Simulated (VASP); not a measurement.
# Cr in VASP: settings compared

Aim: see how the results for Cr move with the level of theory and the settings. Levels: PBEsol, PBE. Tasks: single point.

All numbers are computed with VASP 6.6.1; they aren't measurements. Logs are shortened: lines on timing, memory, paths and dates and some standing lists are left out, and cuts for length are marked.

**1. The cell of the first run**

It takes space group P2_1/m (No. 11, monoclinic). The conventional cell has a = 2.702 Å, b = 4.410 Å, c = 2.714 Å, α = 90.00°, β = 119.57°, γ = 90.00°. Within 3.6 Å of Cr (site symmetry m) lie 12 Cr at 2.70 to 2.73 Å.

This isn't the form of Cr at room conditions, which is bcc.

**2. Single point, PBEsol, collinear spin, ferromagnetic start**

INCAR reads:

```
SYSTEM = Cr
PREC = Accurate ; ENCUT = 520
EDIFF = 1E-6 ; ISMEAR = -1
SIGMA = 0.05 ; LREAL = .False.
LASPH = .True. ; NELM = 150
ALGO = Fast ; ISIF = 2
LWAVE = .False. ; LCHARG = .False.
ISPIN = 2 ; MAGMOM = 3 3
LORBIT = 11 ; LMAXMIX = 4
GGA = PS ; NBANDS = 23
```

KPOINTS reads:

```
regular mesh
0
Gamma
  9 9 5
  0 0 0
```

POSCAR reads:

```
Cr
1.0
    2.7140000000      0.0135700000      0.0000000000
   -1.3452480353      2.3436079459      0.0000000000
    0.0000000000      0.0000000000      4.4100000000
Cr
2
Direct
    0.6666666667      0.3333333333      0.7500000000
    0.3333333333      0.6666666667      0.2500000000
```

Potentials or basis: VASP PAW PBE potentials, release 64 (Cr_pv).

Run with:

```console
$ cat potpaw_PBE.64/Cr_pv/POTCAR > POTCAR
$ mpirun -np 1 vasp_std > vasp.out
```

OUTCAR:

```text
SYSTEM = Cr
   PREC = Accurate
   ENCUT = 520
   EDIFF = 1E-6
   ISMEAR = -1
   LREAL = .False.
   LASPH = .True.
   NELM = 150
   ISIF = 2
   ISPIN = 2
   LORBIT = 11
   GGA = PS

 ion  position               nearest neighbor table
   1  0.667  0.333  0.750-   2 2.70   2 2.70   2 2.71   2 2.71   2 2.71   2 2.71
   2  0.333  0.667  0.250-   1 2.70   1 2.70   1 2.71   1 2.71   1 2.71   1 2.71

  Warning from LATTYP: Monoclinic adjustment (A1->A3, A2->A1, A3->A2)!
  LATTYP: Found a simple monoclinic cell.
 ALAT       =     2.7022565534
 B/A-ratio  =     1.6319693977
 C/A-ratio  =     1.0043583469
 COS(beta)  =    -0.4934813925

  Lattice vectors:

 A1 = (  -1.3452480353,   2.3436079459,   0.0000000000)
 A2 = (   0.0000000000,   0.0000000000,   4.4100000000)
 A3 = (   2.7140000000,   0.0135700000,   0.0000000000)

Analysis of symmetry for initial positions (statically):
=====================================================================
 Subroutine PRICEL returns:
 Original cell was already a primitive cell.

 Routine SETGRP: Setting up the symmetry group for a
 simple monoclinic supercell.

 Subroutine GETGRP returns: Found  4 space group operations
 (whereof  2 operations were pure point group operations)
 out of a pool of  4 trial point group operations.

The static configuration has the point symmetry S_2 .
 The point group associated with its full space group is C_2h.

Analysis of symmetry for dynamics (positions and initial velocities):
=====================================================================
 Subroutine PRICEL returns:
 Original cell was already a primitive cell.

 Routine SETGRP: Setting up the symmetry group for a
 simple monoclinic supercell.

 Subroutine GETGRP returns: Found  4 space group operations
 (whereof  2 operations were pure point group operations)
 out of a pool of  4 trial point group operations.

The dynamic configuration has the point symmetry S_2 .
 The point group associated with its full space group is C_2h.

Analysis of structural, dynamic, and magnetic symmetry:
=====================================================================
 Subroutine PRICEL returns:
 Original cell was already a primitive cell.

 Routine SETGRP: Setting up the symmetry group for a
 simple monoclinic supercell.

 Subroutine GETGRP returns: Found  4 space group operations
 (whereof  2 operations were pure point group operations)
 out of a pool of  4 trial point group operations.

The overall configuration has the point symmetry S_2 .
 The point group associated with its full space group is C_2h.

 Subroutine INISYM returns: Found  4 space group operations
 (whereof  2 operations are pure point group operations),
 and found     1 'primitive' translations
[... 113 lines left out ...]
   IMIX   =      4    mixing-type and parameters
     AMIX     =   0.40;   BMIX     =  1.00
     AMIX_MAG =   1.60;   BMIX_MAG =  1.00
  volume/ion in A,a.u.               =      14.07        94.92
  Fermi-wavevector in a.u.,A,eV,Ry     =   1.552694  2.934166 32.801726  2.410859
  Thomas-Fermi vector in A             =   2.657032
   LORBIT       =     11    0 simple, 1 ext, 2 COOP (PROOUT), +10 PAW based schemes
   GGA     = PS    functional components
   LHFCALC =     F    Hartree Fock is set to
   AEXX    =    0.0000 exact exchange contribution
   IVDW    =     0    specifies the selected vdW correction
   LEPSILON=     F    determine dielectric tensor
   LRPA    =     F    only Hartree local field effects (RPA)
 spin polarized calculation
 RMM-DIIS sequential band-by-band and
  energy-cutoff  :      520.00
  volume of cell :       28.13
 maximum number of plane-waves:       772
   NGX = 11   NGY =  9   NGZ = 17

 number of electron      24.0000005 magnetization       1.5944640

 Free energy of the ion-electron system (eV)
  ---------------------------------------------------
  ext. energy  EPLUGINS =         0.00000000
  ---------------------------------------------------
  free energy    TOTEN  =       -18.91149992 eV

  energy without entropy =      -18.87477343  energy(sigma->0) =      -18.89313667

 E-fermi :   8.1165     XC(G=0): -12.6939

 val. band max:        8.1162443655   @ k =  -0.2222   0.2222   0.4000
 cond. band min:       8.1199171891   @ k =   0.0000   0.0000   0.4000
 fundamental gap:      0.0036728236
 Fermi energy:         8.1164621453

 spin component 1

 k-point     1 :       0.0000    0.0000    0.0000
  band No.  band energies     occupation
      1     -35.1371      1.00000
      2     -34.8020      1.00000
      3     -34.7901      1.00000
      4     -34.7352      1.00000
      5     -34.7232      1.00000
      6     -34.6466      1.00000
[... 613 lines left out ...]
     22      17.7587      0.00000
     23      22.6282      0.00000

 [... further k-points ...]

 spin component 2

 k-point     1 :       0.0000    0.0000    0.0000
  band No.  band energies     occupation
      1     -34.4561      1.00000
      2     -34.0415      1.00000
      3     -34.0311      1.00000
      4     -33.9738      1.00000
      5     -33.9631      1.00000
      6     -33.9564      1.00000
[... 613 lines left out ...]
     22      18.2300      0.00000
     23      23.0028      0.00000

 [... further k-points ...]
[... 5 lines left out ...]
  --------------------------------------------------------------------------------------
  -------------------------------------------------------------------------------------
  Total       -5.9891461     -5.9934234     -5.0364609      0.0803400      0.0000000      0.0000000
  in kB     -341.1123442   -341.3559614   -286.8520762      4.5757745      0.0000000      0.0000000
  external PRESSURE =    -323.1067939 kB  Pullay stress =       0.0000000 kB

 VOLUME and BASIS-vectors are now :
 -----------------------------------------------------------------------------
  energy-cutoff  :      520.00
  volume of cell :       28.13
      direct lattice vectors                 reciprocal lattice vectors
     2.714000000  0.013570000  0.000000000     0.367405371  0.210893360  0.000000000
    -1.345248035  2.343607946  0.000000000    -0.002127357  0.425471410  0.000000000
     0.000000000  0.000000000  4.410000000     0.000000000  0.000000000  0.226757370

 POSITION                                       TOTAL-FORCE (eV/Angst)
 -----------------------------------------------------------------------------------
      1.36092      0.79025      3.30750         0.021905     -0.000341      0.000000
      0.00783      1.56693      1.10250        -0.021905      0.000341      0.000000
 -----------------------------------------------------------------------------------
    total drift:                                0.000000     -0.000000      0.000000

  FREE ENERGIE OF THE ION-ELECTRON SYSTEM (eV)
  ---------------------------------------------------
  free  energy   TOTEN  =       -18.9114999165 eV

  energy  without entropy=      -18.8747734334  energy(sigma->0) =      -18.89313667

 total charge

# of ion       s       p       d       tot
------------------------------------------
    1        0.376   6.282   4.054  10.712
    2        0.376   6.282   4.054  10.712
--------------------------------------------------
tot          0.752  12.564   8.108  21.423

 magnetization (x)

# of ion       s       p       d       tot
------------------------------------------
    1        0.001   0.020   0.719   0.739
    2        0.001   0.020   0.719   0.739
--------------------------------------------------
tot          0.002   0.039   1.437   1.479
```

Run time: 2 min. Hardware: 1 thread of AMD EPYC 9R45 (Zen 5), shared host; peak memory 0.19 GiB.

What came out:

- Free energy: -18.9115 eV
- Pressure: -32.3 GPa
- Largest force: 0.022 eV/Å
- Net moment: 1.59 μB per cell
- Site moments: Cr +0.74 μB
- Valence electrons inside the program's atomic spheres: Cr 10.71

Forces in eV/Å, atoms in the order of the input:
```
Cr   0.022  0.000  0.000
Cr  -0.022  0.000  0.000
```

Caveat: the stress differs along the axes, from -34 to -29 GPa; an empty level that is flat over the whole mesh can mark a ghost state of the potentials, or a narrow d or f band; the PAW data sets were made with another functional, which shifts forces and pressure a little.

**3. Single point, PBEsol, collinear spin, ferromagnetic start**

INCAR reads:

```
PREC     = Accurate       # precision mode
ENCUT    = 520            # plane-wave cutoff, eV
EDIFF    = 1E-6           # SCF threshold, eV
ISMEAR   = -1             # smearing method
SIGMA    = 0.05           # smearing width, eV
LREAL    = F              # projectors in reciprocal space
LASPH    = T              # aspherical terms in the spheres
NELM     = 150            # most SCF steps
ALGO     = Fast           # electronic algorithm
ISIF     = 2              # what is computed and relaxed
LWAVE    = F              # write WAVECAR
LCHARG   = T              # write CHGCAR
ISPIN    = 2              # spin polarisation
MAGMOM   = 3 3            # initial moments
LORBIT   = 11             # projections on sites
LMAXMIX  = 4              # l up to which the mixer works
GGA      = PS             # functional
LELF     = T              # ELF
LVHAR    = T            
NBANDS   = 23             # bands
```

KPOINTS reads:

```
Automatic mesh
0
Gamma
  9 9 5
```

POSCAR reads:

```
Cr
1.0
    2.7140000000      0.0271400000      0.0000000000
   -1.3334960705      2.3368229459      0.0000000000
    0.0000000000      0.0000000000      4.4100000000
Cr
2
Direct
    0.6666666667      0.3333333333      0.7500000000
    0.3333333333      0.6666666667      0.2500000000
```

Potentials or basis: VASP PAW PBE potentials, release 64 (Cr_pv).

Run with:

```console
$ cat potpaw_PBE.64/Cr_pv/POTCAR > POTCAR
$ mpirun -np 1 vasp_std > vasp.out
```

OUTCAR:

```text
PREC = Accurate
   ENCUT = 520
   EDIFF = 1E-6
   ISMEAR = -1
   LREAL = F
   LASPH = T
   NELM = 150
   ISIF = 2
   ISPIN = 2
   LORBIT = 11
   GGA = PS

 ion  position               nearest neighbor table
   1  0.667  0.333  0.750-   2 2.70   2 2.70   2 2.71   2 2.71   2 2.71   2 2.71
   2  0.333  0.667  0.250-   1 2.70   1 2.70   1 2.71   1 2.71   1 2.71   1 2.71

  Warning from LATTYP: Monoclinic adjustment (A1->A3, A2->A1, A3->A2)!
  LATTYP: Found a simple monoclinic cell.
 ALAT       =     2.6905302917
 B/A-ratio  =     1.6390820849
 C/A-ratio  =     1.0087735139
 COS(beta)  =    -0.4869160342

  Lattice vectors:

 A1 = (  -1.3334960705,   2.3368229459,   0.0000000000)
 A2 = (   0.0000000000,   0.0000000000,   4.4100000000)
 A3 = (   2.7140000000,   0.0271400000,   0.0000000000)

Analysis of symmetry for initial positions (statically):
=====================================================================
 Subroutine PRICEL returns:
 Original cell was already a primitive cell.

 Routine SETGRP: Setting up the symmetry group for a
 simple monoclinic supercell.

 Subroutine GETGRP returns: Found  4 space group operations
 (whereof  2 operations were pure point group operations)
 out of a pool of  4 trial point group operations.

The static configuration has the point symmetry S_2 .
 The point group associated with its full space group is C_2h.

Analysis of symmetry for dynamics (positions and initial velocities):
=====================================================================
 Subroutine PRICEL returns:
 Original cell was already a primitive cell.

 Routine SETGRP: Setting up the symmetry group for a
 simple monoclinic supercell.

 Subroutine GETGRP returns: Found  4 space group operations
 (whereof  2 operations were pure point group operations)
 out of a pool of  4 trial point group operations.

The dynamic configuration has the point symmetry S_2 .
 The point group associated with its full space group is C_2h.

Analysis of structural, dynamic, and magnetic symmetry:
=====================================================================
 Subroutine PRICEL returns:
 Original cell was already a primitive cell.

 Routine SETGRP: Setting up the symmetry group for a
 simple monoclinic supercell.

 Subroutine GETGRP returns: Found  4 space group operations
 (whereof  2 operations were pure point group operations)
 out of a pool of  4 trial point group operations.

The overall configuration has the point symmetry S_2 .
 The point group associated with its full space group is C_2h.

 Subroutine INISYM returns: Found  4 space group operations
 (whereof  2 operations are pure point group operations),
 and found     1 'primitive' translations

----------------------------------------------------------------------------------------

                                     Primitive cell

  volume of cell :      28.1284

  direct lattice vectors                    reciprocal lattice vectors
     2.714000000  0.027140000  0.000000000     0.366369171  0.209066695  0.000000000
    -1.333496071  2.336822946  0.000000000    -0.004255033  0.425503323  0.000000000
     0.000000000  0.000000000  4.410000000     0.000000000  0.000000000  0.226757370

  length of vectors
     2.714135697  2.690530292  4.410000000     0.421823722  0.425524598  0.226757370
[... 61 lines left out ...]
  0.000000  0.333333  0.000000      2.000000
 [... further k-points ...]
   k-points           NKPTS =    123   k-points in BZ     NKDIM =    123   number of bands    NBANDS=     23
   number of dos      NEDOS =    301   number of ions     NIONS =      2
   total plane-waves  NPLWV =  14400
   dimension x,y,z NGX =    20 NGY =   20 NGZ =   36
   dimension x,y,z NGXF=    40 NGYF=   40 NGZF=   72
   ions per type =               2
   NGX,Y,Z   is equivalent  to a cutoff of  12.25, 12.36, 13.57 a.u.
   NGXF,Y,Z  is equivalent  to a cutoff of  24.50, 24.72, 27.14 a.u.
 SYSTEM =  unknown system
   PREC   = accura    normal or accurate (medium, high low for compatibility)
   ISTART =      0    job   : 0-new  1-cont  2-samecut
   ICHARG =      2    charge: 1-file 2-atom 10-const
   ISPIN  =      2    spin polarized calculation?
   LNONCOLLINEAR =      F non collinear calculations
   LSORBIT =      F    spin-orbit coupling
   LASPH  =      T    aspherical Exc in radial PAW
   ENCUT  =  520.0 eV  38.22 Ry    6.18 a.u.   5.05  5.00  8.20*2*pi/ulx,y,z
   NELM   =    150;   NELMIN=  2; NELMDL= -5     # of ELM steps
   EDIFF  = 0.1E-05   stopping-criterion for ELM
   LREAL  =      F    real-space projection
[... 7 lines left out ...]
   TEBEG  =    0.0;   TEEND  =   0.0 temperature during run
   PSTRESS=    0.0 pullay stress
   NELECT =      24.0000    total number of electrons
   NUPDOWN=      -1.0000    fix difference up-down
   EMIN   =  10.00;   EMAX   =-10.00  energy-range for DOS
   EFERMI =   0.00;   METHOD = LEGACY
   ISMEAR =    -1;   SIGMA  =   0.05  broadening in eV -4-tet -1-fermi 0-gaus
   EFERMI_NEDOS =   21; number of points for ismear=-14 and -15
   IALGO  =     68    algorithm
   IMIX   =      4    mixing-type and parameters
     AMIX     =   0.40;   BMIX     =  1.00
     AMIX_MAG =   1.60;   BMIX_MAG =  1.00
  volume/ion in A,a.u.               =      14.06        94.91
  Fermi-wavevector in a.u.,A,eV,Ry     =   1.552733  2.934240 32.803367  2.410979
  Thomas-Fermi vector in A             =   2.657066
   LORBIT       =     11    0 simple, 1 ext, 2 COOP (PROOUT), +10 PAW based schemes
   GGA     = PS    functional components
   LHFCALC =     F    Hartree Fock is set to
   AEXX    =    0.0000 exact exchange contribution
   IVDW    =     0    specifies the selected vdW correction
   LEPSILON=     F    determine dielectric tensor
   LRPA    =     F    only Hartree local field effects (RPA)
 spin polarized calculation
 RMM-DIIS sequential band-by-band and
  energy-cutoff  :      520.00
  volume of cell :       28.13
 maximum number of plane-waves:       775
   NGX = 11   NGY =  9   NGZ = 17

 number of electron      24.0000007 magnetization       1.5194636

 Free energy of the ion-electron system (eV)
  ---------------------------------------------------
  ext. energy  EPLUGINS =         0.00000000
  ---------------------------------------------------
  free energy    TOTEN  =       -18.91322828 eV

  energy without entropy =      -18.87649628  energy(sigma->0) =      -18.89486228

 E-fermi :   8.1153     XC(G=0): -12.6947

 val. band max:        8.1146493433   @ k =   0.0000   0.0000   0.2000
 cond. band min:       8.1159529470   @ k =   0.0000   0.3333   0.4000
 fundamental gap:      0.0013036037
 Fermi energy:         8.1152844534

 spin component 1

 k-point     1 :       0.0000    0.0000    0.0000
  band No.  band energies     occupation
      1     -35.1242      1.00000
      2     -34.7913      1.00000
      3     -34.7681      1.00000
      4     -34.7247      1.00000
      5     -34.7011      1.00000
      6     -34.6335      1.00000
[... 613 lines left out ...]
     22      17.7717      0.00000
     23      22.6380      0.00000

 [... further k-points ...]

 spin component 2

 k-point     1 :       0.0000    0.0000    0.0000
  band No.  band energies     occupation
      1     -34.4738      1.00000
      2     -34.0679      1.00000
      3     -34.0462      1.00000
      4     -34.0003      1.00000
      5     -33.9782      1.00000
      6     -33.9742      1.00000
[... 613 lines left out ...]
     22      18.2204      0.00000
     23      22.9954      0.00000

 [... further k-points ...]
[... 5 lines left out ...]
  --------------------------------------------------------------------------------------
  -------------------------------------------------------------------------------------
  Total       -6.0463386     -6.0455767     -5.0235123      0.1742192      0.0000000      0.0000000
  in kB     -344.3955809   -344.3521863   -286.1360500      9.9234134      0.0000000      0.0000000
  external PRESSURE =    -324.9612724 kB  Pullay stress =       0.0000000 kB

 VOLUME and BASIS-vectors are now :
 -----------------------------------------------------------------------------
  energy-cutoff  :      520.00
  volume of cell :       28.13
      direct lattice vectors                 reciprocal lattice vectors
     2.714000000  0.027140000  0.000000000     0.366369171  0.209066695  0.000000000
    -1.333496071  2.336822946  0.000000000    -0.004255033  0.425503323  0.000000000
     0.000000000  0.000000000  4.410000000     0.000000000  0.000000000  0.226757370

 POSITION                                       TOTAL-FORCE (eV/Angst)
 -----------------------------------------------------------------------------------
      1.36483      0.79703      3.30750         0.043533     -0.001333      0.000000
      0.01567      1.56693      1.10250        -0.043533      0.001333      0.000000
 -----------------------------------------------------------------------------------
    total drift:                                0.000000     -0.000000      0.000000

  FREE ENERGIE OF THE ION-ELECTRON SYSTEM (eV)
  ---------------------------------------------------
  free  energy   TOTEN  =       -18.9132282787 eV

  energy  without entropy=      -18.8764962793  energy(sigma->0) =      -18.89486228

 total charge

# of ion       s       p       d       tot
------------------------------------------
    1        0.376   6.282   4.054  10.712
    2        0.376   6.282   4.054  10.712
--------------------------------------------------
tot          0.752  12.563   8.109  21.424

 magnetization (x)

# of ion       s       p       d       tot
------------------------------------------
    1        0.001   0.019   0.684   0.704
    2        0.001   0.019   0.684   0.704
--------------------------------------------------
tot          0.003   0.038   1.368   1.409
```

Wall time 2 min (1 thread of AMD EPYC 9R45 (Zen 5), shared host); peak memory 0.19 GiB.

What came out:

| Property | Result |
| --- | --- |
| Free energy | -18.9132 eV |
| Pressure | -32.5 GPa |
| Largest force | 0.044 eV/Å |
| Net moment | 1.52 μB per cell |
| Site moments | Cr +0.70 μB |
| Valence electrons inside the program's atomic spheres | Cr 10.71 |

Forces on the atoms (eV/Å):
```
Cr   0.044 -0.001  0.000
Cr  -0.044  0.001  0.000
```

Caveat: the stress differs along the axes, from -34 to -29 GPa; an empty level that is flat over the whole mesh can mark a ghost state of the potentials, or a narrow d or f band; the PAW data sets were made with another functional, which shifts forces and pressure a little.

(Continued in part 2 of 2.)
